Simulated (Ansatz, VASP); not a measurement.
## Two plane-wave programs on Be

```
Be
1.0
    -1.06979    1.86300    2.42528
     1.06979   -1.86300    2.42528
     1.06979    1.86300   -2.42528
Be
2
Direct
  0.75001 0.25001 0.50000
  0.24999 0.74999 0.50000
```

Alike in both runs: functional PBE; k mesh 8 × 8 × 8; occupations gaussian, width 0.1 eV; no spin polarisation.

Ansatz relaxed the structure, and its values are those at the end. VASP's run is a single point on that final structure, the one shown.

```csv
,VASP,Ansatz
version,VASP 6.6.1,Ansatz 0.2.0
potentials or method,"VASP PAW PBE potentials, release 64 (Be), cutoff 520 eV","scalar-relativistic, plane waves, PAW"
valence electrons in the cell,4,4
```

Ansatz gave:

* gap on the k mesh at the Fermi level (eV): none
* pressure (GPa): 0.0

Q: Estimate VASP's values.

A: gap on the k mesh at the Fermi level (eV): none; pressure (GPa): 0.1.

A gap of «none» marks a metal or a gap that the smearing closes.

The k mesh is coarse, so the values compare programs but aren't converged.
